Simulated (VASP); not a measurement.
# CdTe (F-43m) in VASP: a series of runs, part 3 of 4

VASP 6.6.1.

### Step 5. Relaxation of cell and atoms, PBE, target pressure 30 GPa, at which the enthalpy is minimised

INCAR reads:

```
PREC     = Accurate       # precision mode
ENCUT    = 500            # plane-wave cutoff, eV
EDIFF    = 1E-7           # SCF threshold, eV
ISMEAR   = 0              # smearing method
SIGMA    = 0.01           # smearing width, eV
LREAL    = False          # projectors in reciprocal space
LASPH    = True           # aspherical terms in the spheres
NELM     = 120            # most SCF steps
ALGO     = Normal         # electronic algorithm
ISIF     = 3              # what is computed and relaxed
LWAVE    = False          # write WAVECAR
LCHARG   = False          # write CHGCAR
GGA      = PE             # functional
IBRION   = 2              # ionic algorithm
NSW      = 50             # ionic steps
EDIFFG   = -0.01          # ionic threshold
PSTRESS  = 300.0        
GGA_COMPAT= False        
NELMIN   = 4
```

KPOINTS reads:

```
Automatic mesh
0
Gamma
  6 6 6
```

POSCAR reads:

```
CdTe
1.0
    0.0000000000      3.2050000000      3.2050000000
    3.2050000000      0.0000000000      3.2050000000
    3.2050000000      3.2050000000      0.0000000000
Cd Te
1 1
Direct
    0.0000000000      0.0000000000      0.0000000000
    0.7500000000      0.7500000000      0.7500000000
```

Potentials or basis: VASP PAW PBE potentials, release 64 (Cd, Te).

Launch:

```bash
$ cat potpaw_PBE.64/Cd/POTCAR potpaw_PBE.64/Te/POTCAR > POTCAR
$ mpirun -np 1 vasp_std > vasp.out
```

OUTCAR:

```text
PREC = Accurate
   ENCUT = 500
   EDIFF = 1E-7
   ISMEAR = 0
   LREAL = False
   LASPH = True
   NELM = 120
   ISIF = 3
   GGA = PE
   IBRION = 2
   NSW = 50
   EDIFFG = -0.01
   PSTRESS = 300.0
   NELMIN = 4

 ion  position               nearest neighbor table
   1  0.000  0.000  0.000-   2 2.78   2 2.78   2 2.78   2 2.78
   2  0.750  0.750  0.750-   1 2.78   1 2.78   1 2.78   1 2.78

  LATTYP: Found a face centered cubic cell.
 ALAT       =     6.4100000000

  Lattice vectors:

 A1 = (   0.0000000000,   3.2050000000,   3.2050000000)
 A2 = (   3.2050000000,   0.0000000000,   3.2050000000)
 A3 = (   3.2050000000,   3.2050000000,   0.0000000000)

Analysis of symmetry for initial positions (statically):
=====================================================================
 Subroutine PRICEL returns:
 Original cell was already a primitive cell.

 Routine SETGRP: Setting up the symmetry group for a
 face centered cubic supercell.

 Subroutine GETGRP returns: Found 24 space group operations
 (whereof 24 operations were pure point group operations)
 out of a pool of 48 trial point group operations.

The static configuration has the point symmetry T_d .

Analysis of symmetry for dynamics (positions and initial velocities):
=====================================================================
 Subroutine PRICEL returns:
 Original cell was already a primitive cell.

 Routine SETGRP: Setting up the symmetry group for a
 face centered cubic supercell.

 Subroutine GETGRP returns: Found 24 space group operations
 (whereof 24 operations were pure point group operations)
 out of a pool of 48 trial point group operations.

The dynamic configuration has the point symmetry T_d .

 Subroutine INISYM returns: Found 24 space group operations
 (whereof 24 operations are pure point group operations),
 and found     1 'primitive' translations

----------------------------------------------------------------------------------------

                                     Primitive cell

  volume of cell :      65.8437

  direct lattice vectors                    reciprocal lattice vectors
     0.000000000  3.205000000  3.205000000    -0.156006240  0.156006240  0.156006240
     3.205000000  0.000000000  3.205000000     0.156006240 -0.156006240  0.156006240
     3.205000000  3.205000000  0.000000000     0.156006240  0.156006240 -0.156006240

  length of vectors
     4.532554467  4.532554467  4.532554467     0.270210734  0.270210734  0.270210734

  position of ions in fractional coordinates (direct lattice)
     0.000000000  0.000000000  0.000000000
     0.750000000  0.750000000  0.750000000

  ion indices of the primitive-cell ions
   primitive index   ion index
                 1           1
                 2           2

----------------------------------------------------------------------------------------

 KPOINTS: Automatic mesh

Automatic generation of k-mesh.
 Grid dimensions read from file:
 generate k-points for:    6    6    6

 Generating k-lattice:

  Cartesian coordinates                     Fractional coordinates (reciprocal lattice)
    -0.026001040  0.026001040  0.026001040     0.166666667  0.000000000  0.000000000
[... 44 lines left out ...]
   ISPIN  =      1    spin polarized calculation?
   LNONCOLLINEAR =      F non collinear calculations
   LSORBIT =      F    spin-orbit coupling
   LASPH  =      T    aspherical Exc in radial PAW
   ENCUT  =  500.0 eV  36.75 Ry    6.06 a.u.   8.26  8.26  8.26*2*pi/ulx,y,z
   NELM   =    120;   NELMIN=  4; NELMDL= -5     # of ELM steps
   EDIFF  = 0.1E-06   stopping-criterion for ELM
   LREAL  =      F    real-space projection
   EDIFFG = -.1E-01   stopping-criterion for IOM
   NSW    =     50    number of steps for IOM
   IBRION =      2    ionic relax: 0-MD 1-quasi-New 2-CG
   NFREE  =      1    steps in history (QN), initial steepest desc. (CG)
   ISIF   =      3    stress and relaxation
   ISYM   =      2    0-nonsym 1-usesym 2-fastsym
   POTIM  = 0.5000    time-step for ionic-motion
   TEBEG  =    0.0;   TEEND  =   0.0 temperature during run
   PSTRESS=  300.0 pullay stress
   NELECT =      18.0000    total number of electrons
   NUPDOWN=      -1.0000    fix difference up-down
   EMIN   =  10.00;   EMAX   =-10.00  energy-range for DOS
   EFERMI =   0.00;   METHOD = LEGACY
   ISMEAR =     0;   SIGMA  =   0.01  broadening in eV -4-tet -1-fermi 0-gaus
   EFERMI_NEDOS =   21; number of points for ismear=-14 and -15
   IALGO  =     38    algorithm
   IMIX   =      4    mixing-type and parameters
     AMIX     =   0.40;   BMIX     =  1.00
     AMIX_MAG =   1.60;   BMIX_MAG =  1.00
  volume/ion in A,a.u.               =      32.92       222.17
  Fermi-wavevector in a.u.,A,eV,Ry     =   1.062497  2.007828 15.359610  1.128899
  Thomas-Fermi vector in A             =   2.197950
   LORBIT       =      0    0 simple, 1 ext, 2 COOP (PROOUT), +10 PAW based schemes
   GGA     = PE    functional components
   LHFCALC =     F    Hartree Fock is set to
   AEXX    =    0.0000 exact exchange contribution
   IVDW    =     0    specifies the selected vdW correction
   LEPSILON=     F    determine dielectric tensor
   LRPA    =     F    only Hartree local field effects (RPA)
 conjugate gradient relaxation of ions
 non-spin polarized calculation
 Gauss-broadening in eV      SIGMA  =   0.01
  energy-cutoff  :      500.00
  volume of cell :       65.84
 maximum number of plane-waves:      1687
 NGX is ok and might be reduce to    36
   NGX = 17   NGY = 17   NGZ = 17

--------------------------------------- Ionic step        1  -------------------------------------------

 number of electron      17.9999995 magnetization

 Free energy of the ion-electron system (eV)
  ---------------------------------------------------
  ext. energy  EPLUGINS =         0.00000000
  ---------------------------------------------------
  free energy    TOTEN  =        -4.72106101 eV

  energy without entropy =       -4.72106101  energy(sigma->0) =       -4.72106101

------------------------ aborting loop because EDIFF is reached ----------------------------------------

  FORCE on cell =-STRESS in cart. coord.  units (eV):
  Direction    XX          YY          ZZ          XY          YZ          ZX
  --------------------------------------------------------------------------------------
  -------------------------------------------------------------------------------------
  Total        1.8116784      1.8116784      1.8116784     -0.0000000      0.0000000      0.0000000
  in kB       44.0836535     44.0836535     44.0836535     -0.0000000      0.0000000      0.0000000
  external PRESSURE =    -255.9163465 kB  Pullay stress =     300.0000000 kB
[... 25 lines left out ...]
--------------------------------------- Ionic step        2  -------------------------------------------

 number of electron      18.0000000 magnetization

 E-fermi :  16.7330     XC(G=0): -13.3058

 val. band max:       16.6876833534   @ k =   0.5000   0.5000   0.0000
 cond. band min:      16.8154743836   @ k =   0.3333   0.3333   0.0000
 fundamental gap:      0.1277910302
 Fermi energy:        16.7329742325

 k-point     1 :       0.0000    0.0000    0.0000
  band No.  band energies     occupation
      1      -4.4958      2.00000
      2       0.0727      2.00000
      3       0.0727      2.00000
      4       0.0727      2.00000
      5       1.5681      2.00000
      6       1.5681      2.00000
      7      17.6091      0.00000
      8      17.6091      0.00000
      9      17.6091      0.00000
     10      19.6899      0.00000
     11      19.6899      0.00000
     12      19.6899      0.00000
     13      19.7516      0.00000
[... 309 lines left out ...]
  energy  without entropy=       -3.7884080227  energy(sigma->0) =       -3.78840802

  enthalpy is  TOTEN    =         6.2033690570 eV   P V=        9.9917770797

[... ionic steps 4 to 14 ...]

--------------------------------------- Ionic step       15  -------------------------------------------

 number of electron      17.9999998 magnetization

------------------------ aborting loop because EDIFF is reached ----------------------------------------
[... 71 lines left out ...]
--------------------------------------- Ionic step       17  -------------------------------------------

 number of electron      17.9999998 magnetization

 Free energy of the ion-electron system (eV)
  ---------------------------------------------------
  ext. energy  EPLUGINS =         0.00000000
  ---------------------------------------------------
  free energy    TOTEN  =        -3.34570306 eV

  energy without entropy =       -3.34570306  energy(sigma->0) =       -3.34570306

 E-fermi :   5.7478     XC(G=0):  -9.9644

 val. band max:        5.6305892964   @ k =   0.0000   0.0000   0.0000
 cond. band min:       7.3263735578   @ k =   0.0000   0.0000   0.0000
 fundamental gap:      1.6957842614
 Fermi energy:         5.7478493427

 k-point     1 :       0.0000    0.0000    0.0000
  band No.  band energies     occupation
      1      -7.7556      2.00000
      2      -4.2270      2.00000
      3      -4.2270      2.00000
      4      -4.2270      2.00000
      5      -3.6817      2.00000
      6      -3.6817      2.00000
      7       5.6306      2.00000
      8       5.6306      2.00000
      9       5.6306      2.00000
     10       7.3264      0.00000
     11       9.8367      0.00000
     12       9.8367      0.00000
     13       9.8367      0.00000
[... 271 lines left out ...]
  energy  without entropy=       -3.3457030559  energy(sigma->0) =       -3.34570306

  enthalpy is  TOTEN    =         6.1388580483 eV   P V=        9.4845611042

 reached required accuracy - stopping structural energy minimisation
```

Run time: 2.2 min. Hardware: 1 thread of Intel Xeon Platinum 8375C at 2.90GHz (Ice Lake), shared host; peak memory 0.23 GiB.

What came out:

* Free energy: -3.3457 eV
* Relaxed volume: 25.33 Å³/atom
* Relaxed cell: a = 4.153 Å, b = 4.153 Å, c = 4.153 Å, α = 60.00°, β = 60.00°, γ = 60.00°
* Space group after relaxing (to 0.1 Å): F-43m (No. 216)
* Energy change on relaxing (the run minimises the enthalpy): +687.7 meV/atom
* Ionic steps: 17
* Pressure after relaxing: 30.0 GPa
* Band gap on the k mesh: 1.70 eV

The path:
```
step  energy change (eV)  largest force (eV/Å)  pressure (GPa)  volume (Å³)
   1              0.0000                0.0000            4.41        65.84
   2             19.4342                0.0000          346.75        27.37
   3              0.9327                0.0000           22.69        53.36
   4              1.1400                0.0000           26.14        52.00
   5              1.3831                0.0000           30.13        50.61
   6              1.3314                0.0000           29.29        50.89
   7              1.3342                0.0000           29.33        50.88
   8              1.3427                0.0000           29.47        50.83
   9              1.3429                0.0000           29.47        50.83
  10              1.3433                0.0000           29.48        50.83
  11              1.3441                0.0000           29.49        50.82
  12              1.3456                0.0000           29.52        50.81
  13              1.3488                0.0000           29.57        50.80
  14              1.3551                0.0000           29.67        50.76
  15              1.3679                0.0000           29.88        50.69
  16              1.3936                0.0000           30.30        50.56
  17              1.3754                0.0000           30.00        50.65
```

Final structure:
```cif
data_structure
_symmetry_space_group_name_H-M 'P 1'
_symmetry_Int_Tables_number 1
_cell_length_a 4.1531
_cell_length_b 4.1531
_cell_length_c 4.1531
_cell_angle_alpha 60.000
_cell_angle_beta 60.000
_cell_angle_gamma 60.000
_cell_volume 50.65
loop_
_atom_site_label
_atom_site_type_symbol
_atom_site_fract_x
_atom_site_fract_y
_atom_site_fract_z
_atom_site_occupancy
Cd1 Cd 0.00000 0.00000 0.00000 1
Te1 Te 0.75000 0.75000 0.75000 1
```

Levels at points of the mesh, in eV from the valence-band top:
| k point | band 6 | band 7 | band 8 | band 9 | band 10 | band 11 | band 12 | band 13 |
| --- | --- | --- | --- | --- | --- | --- | --- | --- |
| (0.00, 0.00, 0.00) | -9.31 | 0.00 | 0.00 | 0.00 | 1.70 | 4.21 | 4.21 | 4.21 |
| (0.50, 0.00, 0.00) | -8.65 | -6.53 | -1.34 | -1.34 | 2.04 | 4.88 | 4.88 | 6.79 |
| (0.50, 0.50, 0.00) | -8.39 | -6.01 | -3.15 | -3.15 | 1.77 | 2.28 | 10.61 | 10.61 |

Caveat: the cell is relaxed towards a set pressure, so the run minimises the enthalpy, not the energy; the volume moved by over 15 % at a fixed basis, so the end points are rough; spin-orbit coupling is left out, which moves the levels of the heavy elements. PBE gaps usually lie below the measured ones, often by a third to a half.

[end of part 3 of 4]
